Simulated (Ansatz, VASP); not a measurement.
## BAs in VASP and in Ansatz

The input INCAR:

```
SYSTEM = BAs
ALGO     = Normal         ! electronic algorithm
EDIFF    = 1E-6           ! SCF threshold, eV
ENCUT    = 500            ! plane-wave cutoff, eV
GGA      = PE             ! functional
GGA_COMPAT= .False.      
ISIF     = 2              ! what is computed and relaxed
ISMEAR   = 0              ! smearing method
LASPH    = .True.         ! aspherical terms in the spheres
LCHARG   = .False.        ! write CHGCAR
LREAL    = .False.        ! projectors in reciprocal space
LWAVE    = .False.        ! write WAVECAR
NBANDS   = 11             ! bands
NELM     = 120            ! most SCF steps
PREC     = Accurate       ! precision mode
SIGMA    = 0.1            ! smearing width, eV
```

KPOINTS

```
k-points
0
Gamma
  8 8 8
  0 0 0
```

POSCAR

```
BAs
1.0
    0.0000000000      2.0749238742      2.0749238742
    2.0749238742      0.0000000000      2.0749238742
    2.0749238742      2.0749238742      0.0000000000
B As
1 1
Direct
    0.0000000000      0.0000000000      0.0000000000
    0.7500000000      0.7500000000      0.7500000000
```

Input for Ansatz:

```yaml
crystal:
  lattice:
    - [0.0, 2.0749238742, 2.0749238742]
    - [2.0749238742, 0.0, 2.0749238742]
    - [2.0749238742, 2.0749238742, 0.0]
  atoms:
    - { symbol: B, position: [0.0, 0.0, 0.0] }
    - { symbol: As, position: [0.75, 0.75, 0.75] }
basis:
  ecutwfc: 420
kpoints:
  mp_grid: { grid: [8, 8, 8] }
hamiltonian:
  xc: pbe
scf:
  occupations: { method: gaussian, width: 0.1 }
output:
  forces: true
  stress: true
  eigenvalues: true
```

Alike in both runs: task single point; functional PBE; k mesh 8 × 8 × 8; occupations gaussian, width 0.1 eV; no spin polarisation.

```csv
,VASP,Ansatz
version,VASP 6.6.1,Ansatz 0.2.0
potentials or method,"VASP PAW PBE potentials, release 64 (B, As), cutoff 500 eV","scalar-relativistic, plane waves, PAW"
valence electrons in the cell,8,18
```

|  | VASP | Ansatz | Ansatz less VASP |
| --- | --- | --- | --- |
| gap on the k mesh at the Fermi level (eV) | 0.74 | 0.76 | +0.026 |
| least direct gap on the mesh (eV) | 4.05 | 4.04 | -0.008 |
| pressure (GPa) | 144.4 | 139.8 | -4.60 |

Both programs put the cell under a high pressure, so it lies far from rest at this level. With one functional, cell and mesh, what is left measures potentials, basis and numerics. VASP's potentials hold 8 valence electrons a cell and Ansatz's 18, so a difference there can come from the potentials and not from the codes.

Noted on VASP's run: the cell as given lies far from equilibrium.
